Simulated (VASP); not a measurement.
Here is a VASP 6.6.1 calculation.

INCAR

```
ALGO = Normal ; EDIFF = 1E-6
ENCUT = 520 ; GGA = PE
ISIF = 2 ; ISMEAR = 0
LASPH = T ; LCHARG = F
LREAL = F ; LWAVE = F
NBANDS = 36 ; NELM = 60
PREC = Accurate ; SIGMA = 0.05
```

KPOINTS

```
k-points
0
Gamma
  10 10 2
```

File POSCAR:

```
C
1.0
    1.7857375322     -1.7857375322      0.0000000000
    1.7857375322      0.0000000000     -1.7857375322
    7.7203003980      7.7203003980      7.7203003980
C
12
Direct
    0.6666666667      0.6666666667      0.2506103379
    0.0000000000      0.0000000000      0.0964075703
    0.3333333333      0.3333333333      0.4048131055
    0.6666666667      0.6666666667      0.7132186407
    1.0000000000      1.0000000000      0.5590158731
    0.3333333333      0.3333333333      0.8674214083
    0.6666666667      0.6666666667      0.3662624136
    1.0000000000      1.0000000000      0.2120596460
    0.3333333333      0.3333333333      0.5204651812
    0.6666666667      0.6666666667      0.8288707164
    0.0000000000      0.0000000000      0.6746679488
    0.3333333333      0.3333333333      0.0578568784
```

Potentials or basis: VASP PAW PBE potentials, release 64 (C).

The run is started by

```console
$ cat potpaw_PBE.64/C/POTCAR > POTCAR
$ mpirun -np 1 vasp_std > vasp.out
```

(1) What does it give for the largest force?

(2) Predict the pressure.

## Answers

(1) 3.314 eV/Å.

(2) -6.7 GPa.

Caveat: the cell differs from its parent crystal (the distance across one plane changed); the cell stands under tension; forces of over 1 eV/Å act on the atoms, so gaps and moduli don't describe the material at rest.
